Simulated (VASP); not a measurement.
Wanted: the native input for a VASP 6.6.1 run.

```
Task                   : single point
Functional             : LDA
Potentials or basis    : VASP PAW LDA potentials, release 64 (B, Ir)
Cutoff                 : 520 eV
k mesh                 : 18 × 18 × 18
Occupations            : gaussian, width 0.15 eV
Spin                   : no spin polarisation
Dipole correction      : no
Further INCAR settings : ALGO = Normal; EDIFF = 1e-06; NBANDS = 13
```

The structure of BIr lies in POSCAR:

```
BIr
1.0
    3.0421080792      0.0000000000      0.0000000000
   -1.5210540396      2.6345428776      0.0000000000
    0.0000000000      0.0000000000      2.7705466177
B Ir
1 1
Direct
    0.3333333333      0.6666666667      0.5000000000
    0.0000000000      0.0000000000      0.0000000000
```

This cell differs from its parent crystal: strain +0.0250 x Voigt [0, 0, 1, 0, 0, 0].

The input as run:

INCAR

```
SYSTEM = BIr
PREC = Accurate
ENCUT = 520
EDIFF = 1E-6
ISMEAR = 0
SIGMA = 0.15
LREAL = .FALSE.
LASPH = .TRUE.
NELM = 60
ALGO = Normal
ISIF = 2
LWAVE = .FALSE.
LCHARG = .FALSE.
GGA = CA
NBANDS = 13
```

KPOINTS

```
Automatic mesh
0
G
  18 18 18
  0 0 0
```

Potentials or basis: VASP PAW LDA potentials, release 64 (B, Ir).

Launch:

```sh
$ cat potpaw_LDA.64/B/POTCAR potpaw_LDA.64/Ir/POTCAR > POTCAR
$ mpirun -np 1 vasp_std > vasp.out
```

Results of the run:

| Property | Result |
| --- | --- |
| Pressure | -17.2 GPa |
| Band gap on the k mesh | zero (band 6 reaches 9.00 eV, above the bottom of band 7 at 7.91 eV) |

Caveat: the cell differs from its parent crystal (strain +0.0250 x Voigt [0, 0, 1, 0, 0, 0]); spin-orbit coupling is left out, which moves the levels of the heavy elements.

It used 93 s of CPU time on 1 thread of AMD EPYC 7R13 Processor (Zen 3) (shared host).
